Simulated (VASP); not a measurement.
# MgB2: single point with PBEsol

The system is MgB2.

```
CELL_PARAMETERS angstrom
2.93922 0.00000 0.00000
-1.46961 2.54544 0.00000
0.00000 0.00000 3.36428
ATOMIC_POSITIONS crystal
Mg 0.00000 0.00000 0.00000
B 0.33333 0.66667 0.50000
B 0.66667 0.33333 0.50000
```

This cell differs from its parent crystal: strain -0.040 along x and y, -0.040 along z.

```
Program             : VASP 6.6.1
Task                : single point
Functional          : PBEsol
Potentials or basis : VASP PAW PBE potentials, release 64 (Mg, B)
Cutoff              : 520 eV
k mesh              : 18 × 18 × 14
Occupations         : gaussian, width 0.15 eV
Spin                : no spin polarisation
```

```yaml
Pressure: 24.1 GPa
Band_gap_on_the_k_mesh: zero (band 4 reaches 8.17 eV, above the bottom of band 5 at 3.99 eV)
```

Stress tensor (GPa, compression positive):
```
27.59  0.00  0.00
 0.00 27.59  0.00
 0.00  0.00 16.98
```

Levels at points of the mesh, in eV from the Fermi level:
| k point | band 2 | band 3 | band 4 | band 5 | band 6 | band 7 |
| --- | --- | --- | --- | --- | --- | --- |
| (0.00, 0.00, 0.00) | -3.25 | 0.50 | 0.50 | 1.93 | 6.96 | 6.96 |
| (0.50, 0.00, 0.00) | -8.45 | -2.33 | 0.15 | 3.41 | 4.19 | 6.00 |
| (0.00, 0.00, 0.50) | -8.16 | 0.95 | 0.95 | 7.20 | 7.20 | 8.88 |
| (0.50, 0.00, 0.50) | -7.43 | -3.95 | -2.04 | -1.41 | 6.73 | 9.85 |

Run time: 2.2 min on 1 thread of AMD EPYC 7R43 64-Core Processor (Zen 3), with other jobs on the host, peak memory 0.17 GiB.

Caveat: the cell differs from its parent crystal (strain -0.040 along x and y, -0.040 along z); the PAW data sets were made with another functional, which shifts forces and pressure a little.
